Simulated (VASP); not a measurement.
# CoO (I4/mmm) in VASP: notebook, part 2 of 2

VASP 6.6.1. Earlier steps stand in the parts before.

## (4) Single point, PBE, collinear spin, ferromagnetic start

INCAR

```
SYSTEM = CoO
ALGO = Normal ; EDIFF = 1E-6
ENCUT = 600 ; GGA = PE
GGA_COMPAT = .FALSE. ; ISIF = 2
ISMEAR = -1 ; ISPIN = 2
LASPH = .TRUE. ; LCHARG = .TRUE.
LELF = .TRUE. ; LMAXMIX = 4
LORBIT = 11 ; LREAL = .FALSE.
LVHAR = .TRUE. ; LWAVE = .FALSE.
MAGMOM = 1 0 ; NBANDS = 22
NELM = 200 ; NUPDOWN = 1.0
PREC = Accurate ; SIGMA = 0.05
```

KPOINTS

```
k-points
0
G
  10 10 10
  0 0 0
```

POSCAR

```
CoO
1.0
   -1.5080004400      1.5080004400      2.1072503600
    1.5080004400     -1.5080004400      2.1072503600
    1.5080004400      1.5080004400     -2.1072503600
Co O
1 1
Direct
    0.0000000000      0.0000000000      0.0000000000
    0.5000000000      0.5000000000      0.0000000000
```

Potentials or basis: VASP PAW PBE potentials, release 64 (Co_sv, O).

Run with:

```
$ cat potpaw_PBE.64/Co_sv/POTCAR potpaw_PBE.64/O/POTCAR > POTCAR
$ mpirun -np 1 vasp_std > vasp.out
```

OUTCAR:

```text
SYSTEM = CoO
   EDIFF = 1E-6
   ENCUT = 600
   GGA = PE
   ISIF = 2
   ISMEAR = -1
   ISPIN = 2
   LASPH = .TRUE.
   LORBIT = 11
   LREAL = .FALSE.
   NELM = 200
   NUPDOWN = 1.0
   PREC = Accurate

 ion  position               nearest neighbor table
   1  0.000  0.000  0.000-   2 2.11   2 2.11   2 2.13   2 2.13   2 2.13   2 2.13
   2  0.500  0.500  0.000-   1 2.11   1 2.11   1 2.13   1 2.13   1 2.13   1 2.13

  LATTYP: Found a body centered tetragonal cell.
 ALAT       =     3.0160008800
 C/A-ratio  =     1.3973804676

  Lattice vectors:

 A1 = (  -1.5080004400,   1.5080004400,   2.1072503600)
 A2 = (   1.5080004400,  -1.5080004400,   2.1072503600)
 A3 = (   1.5080004400,   1.5080004400,  -2.1072503600)

Analysis of symmetry for initial positions (statically):
=====================================================================
 Subroutine PRICEL returns:
 Original cell was already a primitive cell.

 Routine SETGRP: Setting up the symmetry group for a
 body centered tetragonal supercell.

 Subroutine GETGRP returns: Found 16 space group operations
 (whereof 16 operations were pure point group operations)
 out of a pool of 16 trial point group operations.

The static configuration has the point symmetry D_4h.

Analysis of symmetry for dynamics (positions and initial velocities):
=====================================================================
 Subroutine PRICEL returns:
 Original cell was already a primitive cell.

 Routine SETGRP: Setting up the symmetry group for a
 body centered tetragonal supercell.

 Subroutine GETGRP returns: Found 16 space group operations
 (whereof 16 operations were pure point group operations)
 out of a pool of 16 trial point group operations.

The dynamic configuration has the point symmetry D_4h.

Analysis of structural, dynamic, and magnetic symmetry:
=====================================================================
 Subroutine PRICEL returns:
 Original cell was already a primitive cell.

 Routine SETGRP: Setting up the symmetry group for a
 body centered tetragonal supercell.
[... 140 lines left out ...]
   NGX = 11   NGY = 11   NGZ = 11

 number of electron      22.9999973 magnetization       1.0000005

 Free energy of the ion-electron system (eV)
  ---------------------------------------------------
  ext. energy  EPLUGINS =         0.00000000
  ---------------------------------------------------
  free energy    TOTEN  =       -12.83930946 eV

  energy without entropy =      -12.82220809  energy(sigma->0) =      -12.83075878

 E-fermi :   9.0133     XC(G=0): -12.7321

 val. band max:        8.9954497592   @ k =   0.1000   0.1000   0.0000
 cond. band min:       8.6509851164   @ k =  -0.3000   0.3000   0.1000
 fundamental gap:     -0.3444646428
 Fermi energy:         8.5456447339

 spin component 1

 k-point     1 :       0.0000    0.0000    0.0000
  band No.  band energies     occupation
      1     -86.4071      1.00000
      2     -49.6960      1.00000
      3     -49.6833      1.00000
      4     -49.6832      1.00000
      5     -11.4974      1.00000
      6       5.5411      1.00000
[... 589 lines left out ...]
     21      37.8615      0.00000
     22      39.4209      0.00000

 [... further k-points ...]

 spin component 2

 k-point     1 :       0.0000    0.0000    0.0000
  band No.  band energies     occupation
      1     -85.1629      1.00000
      2     -48.4907      1.00000
      3     -48.4601      1.00000
      4     -48.4598      1.00000
      5     -11.5182      1.00000
      6       5.5017      1.00000
[... 589 lines left out ...]
     21      38.1432      0.00000
     22      39.8036      0.00000

 [... further k-points ...]
[... 5 lines left out ...]
  --------------------------------------------------------------------------------------
  -------------------------------------------------------------------------------------
  Total       -1.9863859     -1.9863859     -1.8291604      0.0000000      0.0000000     -0.0000000
  in kB     -166.0332746   -166.0332746   -152.8914917      0.0000000      0.0000000     -0.0000000
  external PRESSURE =    -161.6526803 kB  Pullay stress =       0.0000000 kB

 VOLUME and BASIS-vectors are now :
 -----------------------------------------------------------------------------
  energy-cutoff  :      600.00
  volume of cell :       19.17
      direct lattice vectors                 reciprocal lattice vectors
    -1.508000440  1.508000440  2.107250360     0.000000000  0.331564890  0.237276030
     1.508000440 -1.508000440  2.107250360     0.331564890  0.000000000  0.237276030
     1.508000440  1.508000440 -2.107250360     0.331564890  0.331564890  0.000000000

 POSITION                                       TOTAL-FORCE (eV/Angst)
 -----------------------------------------------------------------------------------
      0.00000      0.00000      0.00000        -0.000000     -0.000000      0.000000
      0.00000      0.00000      2.10725         0.000000      0.000000     -0.000000
 -----------------------------------------------------------------------------------
    total drift:                               -0.000000      0.000000     -0.000000

  FREE ENERGIE OF THE ION-ELECTRON SYSTEM (eV)
  ---------------------------------------------------
  free  energy   TOTEN  =       -12.8393094625 eV

  energy  without entropy=      -12.8222080930  energy(sigma->0) =      -12.83075878

 total charge

# of ion       s       p       d       tot
------------------------------------------
    1        2.131   6.050   6.783  14.964
    2        1.556   3.376   0.000   4.932
--------------------------------------------------
tot          3.687   9.426   6.783  19.896

 magnetization (x)

# of ion       s       p       d       tot
------------------------------------------
    1        0.009   0.005   0.973   0.986
    2        0.017  -0.052   0.000  -0.035
--------------------------------------------------
tot          0.026  -0.048   0.973   0.952
```

OSZICAR:

```text
N       E                     dE             d eps       ncg     rms          rms(c)
DAV:   1     0.245018313795E+03    0.24502E+03   -0.13899E+04 11836   0.268E+03
DAV:   2    -0.466716369889E+01   -0.24969E+03   -0.23830E+03 13374   0.668E+02
DAV:   3    -0.149204661944E+02   -0.10253E+02   -0.10160E+02 12654   0.113E+02
DAV:   4    -0.150221638403E+02   -0.10170E+00   -0.10165E+00 10500   0.981E+00
DAV:   5    -0.150259895613E+02   -0.38257E-02   -0.38256E-02 12868   0.206E+00    0.138E+01
DAV:   6    -0.148766010580E+02    0.14939E+00   -0.18186E+01 13842   0.794E+01    0.221E+01
DAV:   7    -0.128415749643E+02    0.20350E+01   -0.95238E+00 11764   0.613E+01    0.574E+00
DAV:   8    -0.128170886627E+02    0.24486E-01   -0.40873E-01 13610   0.638E+00    0.329E+00
DAV:   9    -0.128357112985E+02   -0.18623E-01   -0.55612E-02 14486   0.259E+00    0.112E+00
DAV:  10    -0.128390653165E+02   -0.33540E-02   -0.12103E-02 13882   0.232E+00    0.251E-01
DAV:  11    -0.128393407020E+02   -0.27539E-03   -0.11981E-03 12732   0.377E-01    0.138E-01
DAV:  12    -0.128393104902E+02    0.30212E-04   -0.10492E-04 13292   0.172E-01    0.623E-02
DAV:  13    -0.128393076607E+02    0.28295E-05   -0.33001E-05 13688   0.907E-02    0.278E-02
DAV:  14    -0.128393099395E+02   -0.22788E-05   -0.45231E-06 10568   0.296E-02    0.537E-03
DAV:  15    -0.128393094625E+02    0.47701E-06   -0.14908E-06  7590   0.163E-02
   1 F= -.12839309E+02 E0= -.12830759E+02  d E =-.171014E-01  mag=     1.0000
```

It took 34 s on 1 thread of Intel Xeon 6975P-C (Granite Rapids), shared host; peak memory 0.2 GiB.

Results:

- Free energy: -12.8393 eV
- Pressure: -16.2 GPa
- Net moment: 1.00 μB per cell
- Site moments: Co +0.99; O -0.04 μB
- Valence electrons inside the program's atomic spheres: Co 14.96; O 4.93

Caveat: the total moment is fixed, so each spin has its own Fermi level; a cell with one magnetic atom can't hold antiferromagnetic order, which such compounds often take.

## (5) Summary

```csv
fixed moment (μB),smearing,pressure (GPa),moment (μB)
2.5,fermi-dirac 0.05 eV,-6.1,2.50
-,gaussian 0.1 eV,-2.6,2.91
1.0,fermi-dirac 0.05 eV,-16.2,1.00
```

Alike in all rows: task single point; level PBE; potentials or basis VASP PAW PBE potentials, release 64 (Co_sv, O); spin collinear, ferromagnetic start; cell as given; k mesh 10 × 10 × 10; cutoff (eV) 600.

Caveats: a cell with one magnetic atom can't hold antiferromagnetic order, which such compounds often take; the total moment is fixed, so each spin has its own Fermi level (some runs); semilocal functionals often make such compounds metallic where correlation or magnetic order opens a gap, which also shifts bond lengths (some runs).

Absolute energies hang on the potentials; compare differences alone.
